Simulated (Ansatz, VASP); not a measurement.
Given: the input of a run of VASP 6.6.1 on Ru.

The input INCAR:

```
SYSTEM = Ru
ALGO = Normal
EDIFF = 1E-6
ENCUT = 520
GGA = PS
ISIF = 2
ISMEAR = -1
IVDW = 12
LASPH = .TRUE.
LCHARG = .TRUE.
LELF = .TRUE.
LREAL = .FALSE.
LVHAR = .TRUE.
LWAVE = .FALSE.
NBANDS = 21
NELM = 80
PREC = Accurate
SIGMA = 0.05
```

The input KPOINTS:

```
k-points
0
G
  11 11 6
  0 0 0
```

File POSCAR:

```
Ru
1.0
    2.7237197275      0.0000000000      0.0000000000
   -1.3618598638      2.3588104769      0.0000000000
    0.0000000000      0.0000000000      4.3102577801
Ru
2
Direct
    0.6666666667      0.3333333333      0.7500000000
    0.3333333333      0.6666666667      0.2500000000
```

Potentials or basis: VASP PAW PBE potentials, release 64 (Ru_pv).

Run with:

```bash
$ cat potpaw_PBE.64/Ru_pv/POTCAR > POTCAR
$ mpirun -np 1 vasp_std > vasp.out
```

Problem. Set up the same calculation for Ansatz 0.2.0. Potentials there: Ansatz PAW.

Solution. As run (the cutoff follows the program's own potentials):

The input input.yaml:

```yaml
crystal:
  lattice:
    - [2.7237197275, 0.0, 0.0]
    - [-1.3618598638, 2.3588104769, 0.0]
    - [0.0, 0.0, 4.3102577801]
  atoms:
    - { symbol: Ru, position: [0.6666666667, 0.3333333333, 0.75] }
    - { symbol: Ru, position: [0.3333333333, 0.6666666667, 0.25] }
hamiltonian:
  xc: pbesol
  pseudopotentials: { kind: paw }
  dispersion: d3bj
kpoints:
  mp_grid: { grid: [11, 11, 6] }
scf:
  occupations: { method: fermi_dirac, width: 0.05 }
output:
  forces: true
  stress: true
  eigenvalues: true
```

Potentials or basis: Ansatz PAW.

Run with:

```bash
$ ansatz run input.yaml --threads 2 --pin off --max-ram 5120MiB --backend cpu --events-out ev --progress --plain --runs-dir out
```

Both were run:

|  | VASP | Ansatz | Ansatz less VASP |
| --- | --- | --- | --- |
| gap on the k mesh at the Fermi level (eV) | none | none | - |
| pressure (GPa) | -19.0 | -19.0 | +0.07 |
| traceless stress, the component that is largest in VASP (GPa) | -0.60 | -0.59 | +0.003 |

VASP's potentials were made for PBE, not for PBEsol. A gap of «none» marks a metal or a gap that the smearing closes. VASP's potentials hold 28 valence electrons a cell and Ansatz's 32, so a difference there can come from the potentials and not from the codes.
